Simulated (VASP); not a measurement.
**Re: single point with r2SCAN**

Re:

```
Re
1.0
     0.00000    1.92562    2.02438
     1.92562    0.00000    2.02438
     1.92562    1.92562    0.00000
Re
1
Direct
  0.00000 0.00000 0.00000
```

This cell differs from its parent crystal: strain -0.025 along x and y, +0.025 along z.

| Item | Value |
| --- | --- |
| Program | VASP 6.6.1 |
| Task | single point |
| Functional | r2SCAN |
| Potentials or basis | VASP PAW PBE potentials, release 64 (Re) |
| Cutoff | 520 eV |
| k mesh | 20 × 20 × 20 |
| Occupations | gaussian, width 0.15 eV |
| Spin | no spin polarisation |

* Pressure: -6.4 GPa
* Band gap on the k mesh: zero (an odd number of electrons rules out a gap without spin polarisation)

Stress tensor (GPa, compression positive):
```
 -1.37   0.00   0.00
  0.00  -1.37   0.00
  0.00   0.00 -16.48
```

Levels at points of the mesh, in eV from the Fermi level:
| k point | band 1 | band 2 | band 3 | band 4 | band 5 | band 6 | band 7 |
| --- | --- | --- | --- | --- | --- | --- | --- |
| (0.00, 0.00, 0.00) | -10.54 | -2.51 | -1.73 | -1.73 | 0.74 | 1.81 | 14.50 |
| (0.50, 0.00, 0.00) | -7.12 | -2.55 | -1.75 | 0.03 | 3.59 | 3.98 | 10.16 |
| (0.50, 0.50, 0.00) | -7.02 | -6.11 | 1.98 | 3.88 | 4.46 | 4.46 | 12.48 |
| (0.50, 0.00, 0.50) | -6.96 | -6.16 | 3.07 | 3.71 | 4.09 | 4.89 | 12.03 |

Wall time 3.5 min on 1 thread of Intel(R) Xeon(R) Platinum 8259CL CPU @ 2.50GHz (Skylake/Cascade Lake), with other jobs on the host, peak memory 0.23 GiB.

Caveat: the cell differs from its parent crystal (strain -0.025 along x and y, +0.025 along z); the cell stands under tension; the PAW data sets were made with another functional, which shifts forces and pressure a little; spin-orbit coupling is left out, which moves the levels of the heavy elements.
